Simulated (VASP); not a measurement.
# CdSe (zincblende type) (F-43m) in VASP: further runs, part 2 of 3

VASP 6.6.1. Earlier steps stand in the parts before.

### 3 Single point, LDA (volume scaled by 0.8)

The input, INCAR:

```
PREC = Accurate
ENCUT = 520
EDIFF = 1E-6
ISMEAR = -1
SIGMA = 0.05
LREAL = False
LASPH = True
NELM = 60
ALGO = Normal
ISIF = 2
LWAVE = False
LCHARG = False
GGA = CA
NBANDS = 16
```

The input, KPOINTS:

```
regular mesh
0
Gamma
  11 11 11
```

The input, POSCAR:

```
CdSe
1.0
    0.0000000000      2.7890170827      2.7890170827
    2.7890170827      0.0000000000      2.7890170827
    2.7890170827      2.7890170827      0.0000000000
Cd Se
1 1
Direct
    0.0000000000      0.0000000000      0.0000000000
    0.2500000000      0.2500000000      0.2500000000
```

Potentials or basis: VASP PAW LDA potentials, release 64 (Cd, Se).

The run is started by

```sh
cat potpaw_LDA.64/Cd/POTCAR potpaw_LDA.64/Se/POTCAR > POTCAR
mpirun -np 1 vasp_std > vasp.out
```

OUTCAR:

```text
PREC = Accurate
   ENCUT = 520
   EDIFF = 1E-6
   ISMEAR = -1
   LREAL = False
   LASPH = True
   NELM = 60
   ISIF = 2
   GGA = CA

 ion  position               nearest neighbor table
   1  0.000  0.000  0.000-   2 2.42   2 2.42   2 2.42   2 2.42
   2  0.250  0.250  0.250-   1 2.42   1 2.42   1 2.42   1 2.42

  LATTYP: Found a face centered cubic cell.
 ALAT       =     5.5780341654

  Lattice vectors:

 A1 = (   0.0000000000,   2.7890170827,   2.7890170827)
 A2 = (   2.7890170827,   0.0000000000,   2.7890170827)
 A3 = (   2.7890170827,   2.7890170827,   0.0000000000)

Analysis of symmetry for initial positions (statically):
=====================================================================
 Subroutine PRICEL returns:
 Original cell was already a primitive cell.

 Routine SETGRP: Setting up the symmetry group for a
 face centered cubic supercell.

 Subroutine GETGRP returns: Found 24 space group operations
 (whereof 24 operations were pure point group operations)
 out of a pool of 48 trial point group operations.

The static configuration has the point symmetry T_d .

Analysis of symmetry for dynamics (positions and initial velocities):
=====================================================================
 Subroutine PRICEL returns:
 Original cell was already a primitive cell.

 Routine SETGRP: Setting up the symmetry group for a
 face centered cubic supercell.

 Subroutine GETGRP returns: Found 24 space group operations
 (whereof 24 operations were pure point group operations)
 out of a pool of 48 trial point group operations.

The dynamic configuration has the point symmetry T_d .

 Subroutine INISYM returns: Found 24 space group operations
 (whereof 24 operations are pure point group operations),
 and found     1 'primitive' translations

----------------------------------------------------------------------------------------

                                     Primitive cell

  volume of cell :      43.3894

  direct lattice vectors                    reciprocal lattice vectors
     0.000000000  2.789017083  2.789017083    -0.179274628  0.179274628  0.179274628
     2.789017083  0.000000000  2.789017083     0.179274628 -0.179274628  0.179274628
     2.789017083  2.789017083  0.000000000     0.179274628  0.179274628 -0.179274628

  length of vectors
     3.944265784  3.944265784  3.944265784     0.310512764  0.310512764  0.310512764

  position of ions in fractional coordinates (direct lattice)
     0.000000000  0.000000000  0.000000000
     0.250000000  0.250000000  0.250000000

  ion indices of the primitive-cell ions
   primitive index   ion index
                 1           1
                 2           2

----------------------------------------------------------------------------------------

 KPOINTS: regular mesh

Automatic generation of k-mesh.
 Grid dimensions read from file:
 generate k-points for:   11   11   11

 Generating k-lattice:

  Cartesian coordinates                     Fractional coordinates (reciprocal lattice)
    -0.016297693  0.016297693  0.016297693     0.090909091  0.000000000  0.000000000
     0.016297693 -0.016297693  0.016297693     0.000000000  0.090909091  0.000000000
     0.016297693  0.016297693 -0.016297693     0.000000000  0.000000000  0.090909091

  Length of vectors
     0.028228433  0.028228433  0.028228433

  Shift w.r.t. Gamma in fractional coordinates (k-lattice)
     0.000000000  0.000000000  0.000000000

 Subroutine IBZKPT returns following result:
 ===========================================

 Found     56 irreducible k-points:

 Following reciprocal coordinates:
            Coordinates               Weight
  0.000000  0.000000  0.000000      1.000000
  0.090909  0.000000  0.000000      8.000000
  0.181818  0.000000  0.000000      8.000000
  0.272727  0.000000  0.000000      8.000000
  0.363636  0.000000  0.000000      8.000000
  0.454545  0.000000  0.000000      8.000000
[... 16 lines left out ...]
 -0.272727  0.181818  0.000000     24.000000
 -0.181818  0.181818  0.000000     12.000000
 [... further k-points ...]
   k-points           NKPTS =     56   k-points in BZ     NKDIM =     56   number of bands    NBANDS=     16
   number of dos      NEDOS =    301   number of ions     NIONS =      2
   total plane-waves  NPLWV =  27000
   dimension x,y,z NGX =    30 NGY =   30 NGZ =   30
   dimension x,y,z NGXF=    60 NGYF=   60 NGZF=   60
   ions per type =               1   1
   NGX,Y,Z   is equivalent  to a cutoff of  12.64, 12.64, 12.64 a.u.
   NGXF,Y,Z  is equivalent  to a cutoff of  25.29, 25.29, 25.29 a.u.
 SYSTEM =  unknown system
   PREC   = accura    normal or accurate (medium, high low for compatibility)
   ISTART =      0    job   : 0-new  1-cont  2-samecut
   ICHARG =      2    charge: 1-file 2-atom 10-const
   ISPIN  =      1    spin polarized calculation?
   LNONCOLLINEAR =      F non collinear calculations
   LSORBIT =      F    spin-orbit coupling
   LASPH  =      T    aspherical Exc in radial PAW
   ENCUT  =  520.0 eV  38.22 Ry    6.18 a.u.   7.33  7.33  7.33*2*pi/ulx,y,z
   NELM   =     60;   NELMIN=  2; NELMDL= -5     # of ELM steps
   EDIFF  = 0.1E-05   stopping-criterion for ELM
   LREAL  =      F    real-space projection
   EDIFFG = 0.1E-04   stopping-criterion for IOM
   NSW    =      0    number of steps for IOM
   IBRION =     -1    ionic relax: 0-MD 1-quasi-New 2-CG
   NFREE  =      0    steps in history (QN), initial steepest desc. (CG)
   ISIF   =      2    stress and relaxation
   ISYM   =      2    0-nonsym 1-usesym 2-fastsym
   POTIM  = 0.5000    time-step for ionic-motion
   TEBEG  =    0.0;   TEEND  =   0.0 temperature during run
   PSTRESS=    0.0 pullay stress
   NELECT =      18.0000    total number of electrons
   NUPDOWN=      -1.0000    fix difference up-down
   EMIN   =  10.00;   EMAX   =-10.00  energy-range for DOS
   EFERMI =   0.00;   METHOD = LEGACY
   ISMEAR =    -1;   SIGMA  =   0.05  broadening in eV -4-tet -1-fermi 0-gaus
   EFERMI_NEDOS =   21; number of points for ismear=-14 and -15
   IALGO  =     38    algorithm
   IMIX   =      4    mixing-type and parameters
     AMIX     =   0.40;   BMIX     =  1.00
     AMIX_MAG =   1.60;   BMIX_MAG =  1.00
  volume/ion in A,a.u.               =      21.69       146.40
  Fermi-wavevector in a.u.,A,eV,Ry     =   1.220969  2.307296 20.283080  1.490764
  Thomas-Fermi vector in A             =   2.356167
   LORBIT       =      0    0 simple, 1 ext, 2 COOP (PROOUT), +10 PAW based schemes
   GGA     = CA    functional components
   LHFCALC =     F    Hartree Fock is set to
   AEXX    =    0.0000 exact exchange contribution
   IVDW    =     0    specifies the selected vdW correction
   LEPSILON=     F    determine dielectric tensor
   LRPA    =     F    only Hartree local field effects (RPA)
 non-spin polarized calculation
  energy-cutoff  :      520.00
  volume of cell :       43.39
 maximum number of plane-waves:      1211
 NGX is ok and might be reduce to    30
   NGX = 15   NGY = 15   NGZ = 15

 number of electron      18.0000000 magnetization

 Free energy of the ion-electron system (eV)
  ---------------------------------------------------
  ext. energy  EPLUGINS =         0.00000000
  ---------------------------------------------------
  free energy    TOTEN  =        -6.11305410 eV

  energy without entropy =       -6.11305352  energy(sigma->0) =       -6.11305381

 E-fermi :   3.8359     XC(G=0): -10.4901

 val. band max:        3.3602295069   @ k =   0.0000   0.0000   0.0000
 cond. band min:       4.2296896040   @ k =   0.0000   0.0000   0.0000
 fundamental gap:      0.8694600971
 Fermi energy:         3.8358881096

 k-point     1 :       0.0000    0.0000    0.0000
  band No.  band energies     occupation
      1     -11.1574      2.00000
      2      -5.9354      2.00000
      3      -5.9354      2.00000
      4      -5.9354      2.00000
      5      -5.1984      2.00000
      6      -5.1984      2.00000
[... 8 lines left out ...]
     15      15.0226      0.00000
     16      15.0226      0.00000
[... 419 lines left out ...]
 k-point    24 :      -0.1818    0.1818    0.0000
  band No.  band energies     occupation
      1     -10.7229      2.00000
      2      -5.7931      2.00000
      3      -5.7714      2.00000
      4      -5.5775      2.00000
      5      -5.2367      2.00000
      6      -5.1358      2.00000
[... 8 lines left out ...]
     15      15.0241      0.00000
     16      16.3742      0.00000

 [... further k-points ...]

------------------------ aborting loop because EDIFF is reached ----------------------------------------

  FORCE on cell =-STRESS in cart. coord.  units (eV):
  Direction    XX          YY          ZZ          XY          YZ          ZX
  --------------------------------------------------------------------------------------
  -------------------------------------------------------------------------------------
  Total        6.2316340      6.2316340      6.2316340      0.0000000      0.0000000      0.0000000
  in kB      230.1065609    230.1065609    230.1065609      0.0000000      0.0000000      0.0000000
  external PRESSURE =     230.1065609 kB  Pullay stress =       0.0000000 kB

 VOLUME and BASIS-vectors are now :
 -----------------------------------------------------------------------------
  energy-cutoff  :      520.00
  volume of cell :       43.39
      direct lattice vectors                 reciprocal lattice vectors
     0.000000000  2.789017083  2.789017083    -0.179274628  0.179274628  0.179274628
     2.789017083  0.000000000  2.789017083     0.179274628 -0.179274628  0.179274628
     2.789017083  2.789017083  0.000000000     0.179274628  0.179274628 -0.179274628

 POSITION                                       TOTAL-FORCE (eV/Angst)
 -----------------------------------------------------------------------------------
      0.00000      0.00000      0.00000         0.000000      0.000000      0.000000
      1.39451      1.39451      1.39451        -0.000000     -0.000000     -0.000000
 -----------------------------------------------------------------------------------
    total drift:                                0.000000      0.000000      0.000000

  FREE ENERGIE OF THE ION-ELECTRON SYSTEM (eV)
  ---------------------------------------------------
  free  energy   TOTEN  =        -6.1130541031 eV

  energy  without entropy=       -6.1130535192  energy(sigma->0) =       -6.11305381
```

Wall time 16 s (1 thread of Intel Xeon 6975P-C (Granite Rapids), shared host); peak memory 0.17 GiB.

What came out:

| Quantity | Value |
| --- | --- |
| Free energy | -6.1131 eV |
| Pressure | 23.0 GPa |
| Band gap on the k mesh | 0.87 eV, direct |

Levels at points of the mesh, in eV from the valence-band top:
```tsv
k point	band 5	band 6	band 7	band 8	band 9	band 10	band 11	band 12	band 13	band 14
(0.00, 0.00, 0.00)	-8.56	-8.56	0.00	0.00	0.00	0.87	5.65	5.65	5.65	10.50
```

Caveat: the cell differs from its parent crystal (volume scaled by 0.8).

### 4 Single point, LDA (volume scaled by 0.94)

The input, INCAR:

```
SYSTEM = CdSe
PREC     = Accurate       ! precision mode
ENCUT    = 520            ! plane-wave cutoff, eV
EDIFF    = 1E-6           ! SCF threshold, eV
ISMEAR   = -1             ! smearing method
SIGMA    = 0.05           ! smearing width, eV
LREAL    = .False.        ! projectors in reciprocal space
LASPH    = .True.         ! aspherical terms in the spheres
NELM     = 80             ! most SCF steps
ALGO     = Normal         ! electronic algorithm
ISIF     = 2              ! what is computed and relaxed
LWAVE    = .False.        ! write WAVECAR
LCHARG   = .False.        ! write CHGCAR
NBANDS   = 16             ! bands
```

The input, KPOINTS:

```
Automatic mesh
0
Gamma
  11 11 11
  0 0 0
```

The input, POSCAR:

```
CdSe
1.0
    0.0000000000      2.9430465398      2.9430465398
    2.9430465398      0.0000000000      2.9430465398
    2.9430465398      2.9430465398      0.0000000000
Cd Se
1 1
Direct
    0.0000000000      0.0000000000      0.0000000000
    0.2500000000      0.2500000000      0.2500000000
```

The run is started by

```sh
cat potpaw_LDA.64/Cd/POTCAR potpaw_LDA.64/Se/POTCAR > POTCAR
mpirun -np 1 vasp_std > vasp.out
```

Wall time 14 s (1 thread of Intel Xeon 6975P-C (Granite Rapids), shared host); peak memory 0.18 GiB.

It converged, with:

```yaml
Free_energy: -6.7120 eV
Pressure: 4.7 GPa
Band_gap_on_the_k_mesh: 0.56 eV, direct
```

Levels at points of the mesh, in eV from the valence-band top:
| k point | band 6 | band 7 | band 8 | band 9 | band 10 | band 11 | band 12 | band 13 |
| --- | --- | --- | --- | --- | --- | --- | --- | --- |
| (0.00, 0.00, 0.00) | -7.86 | 0.00 | 0.00 | 0.00 | 0.56 | 5.78 | 5.78 | 5.78 |

Caveat: the cell differs from its parent crystal (volume scaled by 0.94).

### 5 Single point, LDA

This run uses another cell than the first one, of 27.12 Å³/atom, 1.389 times its volume.

The input, INCAR:

```
SYSTEM = CdSe
ALGO = Normal
EDIFF = 1E-7
ENCUT = 520
GGA = CA
ISIF = 2
ISMEAR = -1
LASPH = .True.
LCHARG = .True.
LELF = .True.
LREAL = .False.
LVHAR = .True.
LWAVE = .False.
NBANDS = 16
NELM = 60
PREC = Accurate
SIGMA = 0.05
```

The input, KPOINTS:

```
k-points
0
Gamma
  11 11 11
  0 0 0
```

The input, POSCAR:

```
CdSe
1.0
    0.0000000000      3.0043775770      3.0043775770
    3.0043775770      0.0000000000      3.0043775770
    3.0043775770      3.0043775770      0.0000000000
Cd Se
1 1
Direct
    0.0000000000      0.0000000000      0.0000000000
    0.2500000000      0.2500000000      0.2500000000
```

Potentials or basis: VASP PAW LDA potentials, release 64 (Cd, Se).

The run is started by

```sh
cat potpaw_LDA.64/Cd/POTCAR potpaw_LDA.64/Se/POTCAR > POTCAR
mpirun -np 1 vasp_std > vasp.out
```

OUTCAR:

```text
SYSTEM = CdSe
   EDIFF = 1E-7
   ENCUT = 520
   GGA = CA
   ISIF = 2
   ISMEAR = -1
   LASPH = .True.
   LREAL = .False.
   NELM = 60
   PREC = Accurate

 ion  position               nearest neighbor table
   1  0.000  0.000  0.000-   2 2.60   2 2.60   2 2.60   2 2.60
   2  0.250  0.250  0.250-   1 2.60   1 2.60   1 2.60   1 2.60

  LATTYP: Found a face centered cubic cell.
 ALAT       =     6.0087551540

  Lattice vectors:

 A1 = (   0.0000000000,   3.0043775770,   3.0043775770)
 A2 = (   3.0043775770,   0.0000000000,   3.0043775770)
 A3 = (   3.0043775770,   3.0043775770,   0.0000000000)

Analysis of symmetry for initial positions (statically):
=====================================================================
 Subroutine PRICEL returns:
 Original cell was already a primitive cell.

 Routine SETGRP: Setting up the symmetry group for a
 face centered cubic supercell.

 Subroutine GETGRP returns: Found 24 space group operations
 (whereof 24 operations were pure point group operations)
 out of a pool of 48 trial point group operations.

The static configuration has the point symmetry T_d .

Analysis of symmetry for dynamics (positions and initial velocities):
=====================================================================
 Subroutine PRICEL returns:
 Original cell was already a primitive cell.

 Routine SETGRP: Setting up the symmetry group for a
 face centered cubic supercell.

 Subroutine GETGRP returns: Found 24 space group operations
 (whereof 24 operations were pure point group operations)
 out of a pool of 48 trial point group operations.

The dynamic configuration has the point symmetry T_d .

 Subroutine INISYM returns: Found 24 space group operations
 (whereof 24 operations are pure point group operations),
 and found     1 'primitive' translations

----------------------------------------------------------------------------------------

                                     Primitive cell
[... 108 lines left out ...]
   IALGO  =     38    algorithm
   IMIX   =      4    mixing-type and parameters
     AMIX     =   0.40;   BMIX     =  1.00
     AMIX_MAG =   1.60;   BMIX_MAG =  1.00
  volume/ion in A,a.u.               =      27.12       183.00
  Fermi-wavevector in a.u.,A,eV,Ry     =   1.133447  2.141904 17.479428  1.284702
  Thomas-Fermi vector in A             =   2.270150
   LORBIT       =      0    0 simple, 1 ext, 2 COOP (PROOUT), +10 PAW based schemes
   GGA     = CA    functional components
   LHFCALC =     F    Hartree Fock is set to
   AEXX    =    0.0000 exact exchange contribution
   IVDW    =     0    specifies the selected vdW correction
   LEPSILON=     F    determine dielectric tensor
   LRPA    =     F    only Hartree local field effects (RPA)
 non-spin polarized calculation
  energy-cutoff  :      520.00
  volume of cell :       54.24
 maximum number of plane-waves:      1476
   NGX = 15   NGY = 15   NGZ = 15

 number of electron      17.9999994 magnetization

 Free energy of the ion-electron system (eV)
  ---------------------------------------------------
  ext. energy  EPLUGINS =         0.00000000
  ---------------------------------------------------
  free energy    TOTEN  =        -6.76252560 eV

  energy without entropy =       -6.76249321  energy(sigma->0) =       -6.76250941

 E-fermi :   1.3907     XC(G=0):  -9.4529

 val. band max:        1.1172909659   @ k =   0.0000   0.0000   0.0000
 cond. band min:       1.5552150194   @ k =   0.0000   0.0000   0.0000
 fundamental gap:      0.4379240534
 Fermi energy:         1.3906579899

 k-point     1 :       0.0000    0.0000    0.0000
  band No.  band energies     occupation
      1     -11.7427      2.00000
      2      -6.9690      2.00000
      3      -6.9690      2.00000
      4      -6.9690      2.00000
      5      -6.5485      2.00000
      6      -6.5485      2.00000
[... 433 lines left out ...]
      3      -6.8689      2.00000
      4      -6.6870      2.00000
      5      -6.5664      2.00000
      6      -6.5101      2.00000
[... 8 lines left out ...]
     15      12.0000      0.00000
     16      13.2660      0.00000

 [... further k-points ...]

------------------------ aborting loop because EDIFF is reached ----------------------------------------

  FORCE on cell =-STRESS in cart. coord.  units (eV):
  Direction    XX          YY          ZZ          XY          YZ          ZX
  --------------------------------------------------------------------------------------
  -------------------------------------------------------------------------------------
  Total        0.1556173      0.1556173      0.1556173      0.0000000      0.0000000      0.0000000
  in kB        4.5970034      4.5970034      4.5970034      0.0000000      0.0000000      0.0000000
  external PRESSURE =       4.5970034 kB  Pullay stress =       0.0000000 kB

 VOLUME and BASIS-vectors are now :
 -----------------------------------------------------------------------------
  energy-cutoff  :      520.00
  volume of cell :       54.24
      direct lattice vectors                 reciprocal lattice vectors
     0.000000000  3.004377577  3.004377577    -0.166423822  0.166423822  0.166423822
     3.004377577  0.000000000  3.004377577     0.166423822 -0.166423822  0.166423822
     3.004377577  3.004377577  0.000000000     0.166423822  0.166423822 -0.166423822

 POSITION                                       TOTAL-FORCE (eV/Angst)
 -----------------------------------------------------------------------------------
      0.00000      0.00000      0.00000        -0.000000     -0.000000     -0.000000
      1.50219      1.50219      1.50219         0.000000      0.000000      0.000000
 -----------------------------------------------------------------------------------
    total drift:                                0.000000      0.000000     -0.000000

  FREE ENERGIE OF THE ION-ELECTRON SYSTEM (eV)
  ---------------------------------------------------
  free  energy   TOTEN  =        -6.7625256032 eV

  energy  without entropy=       -6.7624932079  energy(sigma->0) =       -6.76250941
```

It took 15 s on 1 thread of Intel Xeon 6975P-C (Granite Rapids), shared host; peak memory 0.18 GiB.

What came out:

```
Free energy            : -6.7625 eV
Pressure               : 0.5 GPa
Band gap on the k mesh : 0.44 eV, direct
```

Levels at points of the mesh, in eV from the valence-band top:
```csv
k point,band 6,band 7,band 8,band 9,band 10,band 11,band 12,band 13
"(0.00, 0.00, 0.00)",-7.67,0.00,0.00,0.00,0.44,5.80,5.80,5.80
```

LDA gaps usually lie below the measured ones, often by a third to a half.

[end of part 2 of 3]
